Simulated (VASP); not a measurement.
In17P15 (a cell with a defect), 32 atoms in the cell. The cell holds a defect, 32 atoms: a = 10.323 Å, b = 10.323 Å, c = 10.323 Å, α = 109.47°, β = 109.47°, γ = 109.47°. 

| Quantity | Value |
| --- | --- |
| Program | VASP 6.6.1 |
| Task | single point |
| Functional | PBE |
| Potentials or basis | VASP PAW PBE potentials, release 64 (In_d, P) |
| Cutoff | 520 eV |
| k mesh | 1 × 1 × 1 |
| Occupations | gaussian, width 0.02 eV |
| Spin | no spin polarisation |
| Dipole correction | no |
| Charge | -2 |
| Further INCAR settings | LREAL = Auto; ALGO = Normal; EDIFF = 1e-07; NBANDS = 170; NELECT = 298.0 |

Potentials or basis: VASP PAW PBE potentials, release 64 (In_d, P).

Run with:

```console
$ cat potpaw_PBE.64/In_d/POTCAR potpaw_PBE.64/P/POTCAR > POTCAR
$ mpirun -np 1 vasp_gam > vasp.out
```

Hardware: 1 thread of AMD EPYC 7R13 Processor (Zen 3) (shared host).

Problem. Estimate the wall time of this run.

Solution. Run time: 3.3 min on 1 thread of AMD EPYC 7R13 Processor (Zen 3), with other jobs on the host, peak memory 0.89 GiB. Counts: scf iterations 18, k points 1.
